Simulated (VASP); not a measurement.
Set up this calculation in VASP 6.6.1, as the native input.

- Task: single point
- Functional: PBE
- Potentials or basis: VASP PAW PBE potentials, release 64 (Sb)
- Cutoff: 520 eV
- k mesh: 8 × 8 × 8
- Occupations: fermi-dirac, width 0.05 eV
- Spin: no spin polarisation
- Dipole correction: no
- Further INCAR settings: ALGO = Normal; EDIFF = 1e-07; NBANDS = 8

The structure of Sb lies in POSCAR:

```
Sb
1.0
    3.1830660000     -0.0091570000     -0.0792670000
   -0.0091570000      3.1372080000     -0.0565340000
   -0.0792670000     -0.0565340000      3.1629200000
Sb
1
Direct
    0.0035030000      0.0030650000     -0.0217410000
```

This cell differs from its parent crystal: the cell strained at random.

One way to write it, as run:

INCAR

```
  ALGO = Normal
  EDIFF = 1E-7
  ENCUT = 520
  GGA = PE
  ISIF = 2
  ISMEAR = -1
  LASPH = T
  LCHARG = F
  LREAL = F
  LWAVE = F
  NBANDS = 8
  NELM = 100
  PREC = Accurate
  SIGMA = 0.05
```

KPOINTS

```
k-points
0
Gamma
  8 8 8
```

Potentials or basis: VASP PAW PBE potentials, release 64 (Sb).

Run with:

```console
$ cat potpaw_PBE.64/Sb/POTCAR > POTCAR
$ mpirun -np 1 vasp_std > vasp.out
```

Results of the run:

```json
{
 "Pressure": "-2.4 GPa"
}
```

Caveat: the cell differs from its parent crystal (the cell strained at random).

It took 20 s on 1 thread of Intel(R) Xeon(R) Platinum 8259CL CPU @ 2.50GHz (Skylake/Cascade Lake) (shared host), peak memory 0.18 GiB.
